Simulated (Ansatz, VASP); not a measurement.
## Ag in VASP and in Ansatz

```
Ag
1.0
     2.82728    0.00000    0.00000
    -1.41364    2.44850    0.00000
     0.00000    0.00000    9.79586
Ag
4
Direct
  0.00000 0.00000 0.50000
  0.00000 0.00000 0.00000
  0.66667 0.33333 0.75000
  0.33333 0.66667 0.25000
```

Change from the starting cell: volume scaled by 0.94.

Alike in both runs: task single point; functional PBEsol; k mesh 11 × 11 × 3; occupations fermi-dirac, width 0.05 eV; no spin polarisation.

```csv
,VASP,Ansatz
version,VASP 6.6.1,Ansatz 0.2.0
potentials or method,"VASP PAW PBE potentials, release 64 (Ag), cutoff 520 eV","all-electron LAPW, scalar-relativistic"
```

Ansatz gave:

| Quantity | Value |
| --- | --- |
| gap on the k mesh at the Fermi level (eV) | none |
| pressure (GPa) | -1.5 |
| traceless stress, the component that is largest in VASP (GPa) | -3.32 |

Q: What did VASP give for the same quantities?

A: gap on the k mesh at the Fermi level (eV): none; pressure (GPa): -1.7; traceless stress, the component that is largest in VASP (GPa): -3.28.

VASP's potentials were made for PBE, not for PBEsol. A gap of «none» marks a metal or a gap that the smearing closes. Ansatz ran all-electron here, and VASP with PAW potentials.
